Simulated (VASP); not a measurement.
Crystal: Si.

```xyz
1
Lattice="2.6410 0.0000 0.0000 -1.3205 2.2871 0.0000 0.0000 0.0000 2.5262" Properties=species:S:1:pos:R:3 pbc="T T T"
Si    0.0000    0.0000    0.0000
```

This isn't the form of Si at room conditions, which is diamond.

| Quantity | Value |
| --- | --- |
| Program | VASP 6.6.1 |
| Task | relaxation of cell and atoms |
| Functional | PBE |
| Potentials or basis | VASP PAW PBE potentials, release 64 (Si) |
| Cutoff | 600 eV |
| k mesh | 9 × 9 × 6 |
| Occupations | gaussian, width 0.1 eV |
| Spin | no spin polarisation |

At the start: pressure -1.7 GPa; volume 15.26 Å³/atom.

Q: How do energy, volume and symmetry change on relaxing?

A: Over 8 steps the energy falls by 11.2 meV/atom and the volume is 15.03 Å³/atom (-1.5 %); space group P6/mmm (No. 191, to 0.1 Å) before and after.

The path:
```csv
step,energy change (eV),largest force (eV/Å),pressure (GPa),volume (Å³)
1,0.0000,0.0000,-1.75,15.26
2,-0.0107,0.0000,1.02,14.89
3,-0.0109,0.0000,0.37,14.96
4,-0.0110,0.0000,0.62,14.93
5,-0.0110,0.0000,0.68,14.92
6,-0.0111,0.0000,-0.14,15.04
7,-0.0112,0.0000,0.16,14.99
8,-0.0112,0.0000,-0.10,15.03
```

Final structure:
```
Si
1.0
     2.66078    0.00000    0.00000
    -1.33039    2.30431    0.00000
     0.00000    0.00000    2.45059
Si
1
Direct
  0.00000 0.00000 0.00000
```

Caveat: the k points lie up to 0.43 Å⁻¹ apart in the final cell, too coarse for converged energies and pressures of a metal.
